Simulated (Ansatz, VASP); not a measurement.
**One calculation of AlCrBN2, two programs**

Contents of INCAR:

```
PREC     = Accurate       # precision mode
ENCUT    = 600            # plane-wave cutoff, eV
EDIFF    = 1E-6           # SCF threshold, eV
ISMEAR   = 0              # smearing method
SIGMA    = 0.1            # smearing width, eV
LREAL    = F              # projectors in reciprocal space
LASPH    = T              # aspherical terms in the spheres
NELM     = 100            # most SCF steps
ALGO     = Normal         # electronic algorithm
ISIF     = 3              # what is computed and relaxed
LWAVE    = F              # write WAVECAR
LCHARG   = F              # write CHGCAR
GGA      = PE             # functional
IBRION   = 2              # ionic algorithm
NSW      = 100            # ionic steps
EDIFFG   = -0.01          # ionic threshold
```

File KPOINTS:

```
Automatic mesh
0
Gamma
  10 10 6
```

Contents of POSCAR:

```
AlCrBN2
1.0
    3.5101105361      0.0000000000      0.0000000000
    0.0000000000      3.5101105361      0.0000000000
    0.0000000000      0.0000000000      6.2099142103
Al Cr B N
1 1 1 2
Direct
    0.0000000000      0.0000000000      0.5000000000
    0.5000000000      0.5000000000      0.5000000000
    0.5000000000      0.5000000000      0.0000000000
    0.5000000000      0.5000000000      0.7851630558
    0.5000000000      0.5000000000      0.2148369442
```

Input for Ansatz:

```yaml
crystal:
  lattice:
    - [3.5101105361, 0.0, 0.0]
    - [0.0, 3.5101105361, 0.0]
    - [0.0, 0.0, 6.2099142103]
  atoms:
    - { symbol: Al, position: [0.0, 0.0, 0.5] }
    - { symbol: Cr, position: [0.5, 0.5, 0.5] }
    - { symbol: B, position: [0.5, 0.5, 0.0] }
    - { symbol: "N", position: [0.5, 0.5, 0.7851630558] }
    - { symbol: "N", position: [0.5, 0.5, 0.2148369442] }
basis:
  ecutwfc: 420
kpoints:
  mp_grid: { grid: [10, 10, 6] }
hamiltonian:
  xc: pbe
scf:
  occupations: { method: gaussian, width: 0.1 }
output:
  forces: true
  stress: true
  eigenvalues: true
relax:
  adjacent_minimum: "off"
  f_tol: 0.01
  max_steps: 80
  cell: { stress_tol: 0.05 }
```

Alike in both runs: task relaxation of cell and atoms; functional PBE; k mesh 10 × 10 × 6; occupations gaussian, width 0.1 eV; no spin polarisation.

```csv
,VASP,Ansatz
version,VASP 6.6.1,Ansatz 0.2.0
potentials or method,"VASP PAW PBE potentials, release 64 (Al, Cr_pv, B, N), cutoff 600 eV","scalar-relativistic, plane waves, PAW"
valence electrons in the cell,28,30
```

|  | VASP | Ansatz | Ansatz less VASP |
| --- | --- | --- | --- |
| gap on the k mesh at the Fermi level, each at its own relaxed structure (eV) | none | none | - |
| relaxed volume (Å³/atom) | 15.24 | 15.30 | +0.053 |
| relaxed cell length with the largest relative difference (Å) | 3.505 | 3.510 | +0.0054 |

A gap of «none» marks a metal or a gap that the smearing closes. VASP's potentials hold 28 valence electrons a cell and Ansatz's 30, so a difference there can come from the potentials and not from the codes.
